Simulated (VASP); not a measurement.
A run of VASP 6.6.1 is set up as follows.

The input POSCAR:

```
HCl
1.0
    8.5193000000      0.0000000000      0.0000000000
    0.0000000000      8.4723790000      0.0000000000
    0.0000000000      0.0000000000      8.4744160000
Cl H
12 12
Direct
    0.1576772740      0.0546127599      0.3171309976
    0.8660922846      0.8033162822      0.5473533515
    0.6380336413      0.1749331563      0.2833351584
    0.3241346120      0.0845217146      0.9379761390
    0.7331823037     -0.0201714300      0.8925570800
    0.9947648281      0.3832925793      0.6078412955
    0.4657307525      0.7191250533      0.1655807315
    0.9345251370      0.7009011282      0.1475735909
    0.1695679222      0.7232207152      0.8278092555
    0.5436362142      0.4602249262      0.6255298300
    0.4460812508      0.8801424016      0.5635078571
   -0.0405197610      0.3249736585      1.0152558005
    0.2481894052      0.0881334511      0.1844846890
    0.9013064454      0.7721798092      0.4078275128
    0.5754580775      0.2924916366      0.3809938054
    0.2332703391     -0.0158751161      0.8569794072
    0.6039228575      0.0381120816      0.8572036114
    1.0553331847      0.4929430093      0.6842005396
    0.5228950735      0.8464564675      0.1081136446
    0.9885436597      0.5589457223      0.1401276501
    0.2771002312      0.7187709615      0.7166629535
    0.5513481155      0.5110961160      0.4869362089
    0.3496766166      0.9041498262      0.4571288452
    0.0588898149      0.2988770923      0.9073545599
```

The input INCAR.step1:

```
ALGO = Normal
EDIFF = 1E-5
ENCUT = 440
GGA = PE
GGA_COMPAT = F
ISMEAR = -1
LASPH = T
LCHARG = F
LREAL = F
LWAVE = T
NBANDS = 66
NELM = 120
PREC = Accurate
SIGMA = 0.02
```

INCAR.step2

```
ALGO = Normal
EDIFF = 1E-6
ENCUT = 440
GGA_COMPAT = F
ISIF = 2
ISMEAR = -1
ISTART = 1
IVDW = 12
LASPH = T
LCHARG = F
LMIXTAU = T
LREAL = F
LWAVE = F
METAGGA = R2SCAN
NBANDS = 66
NELM = 120
PREC = Accurate
SIGMA = 0.02
VDW_A1 = 0.49484001
VDW_A2 = 5.73083694
VDW_S6 = 1.0
VDW_S8 = 0.78981345
```

KPOINTS

```
k-points
0
Gamma
  1 1 1
```

Potentials or basis: VASP PAW PBE potentials, release 64 (Cl, H).

Launch:

```bash
$ cat potpaw_PBE.64/Cl/POTCAR potpaw_PBE.64/H/POTCAR > POTCAR
$ cp INCAR.step1 INCAR
$ mpirun -np 1 vasp_gam > vasp.out
$ cp INCAR.step2 INCAR
$ mpirun -np 1 vasp_gam > vasp.out
```

Task: Estimate the dispersion energy per atom.

Result: -0.032 eV.

Task: What does it give for the largest force?

Result: 2.689 eV/Å.

Stress tensor (GPa, compression positive):
```
 0.18 -0.12  0.72
-0.12 -0.16 -0.25
 0.72 -0.25  0.30
```

Caveat: the k points lie up to 0.74 Å⁻¹ apart; the atoms stand as in a frame of molecular dynamics; the PAW data sets were made with another functional, which shifts forces and pressure a little.
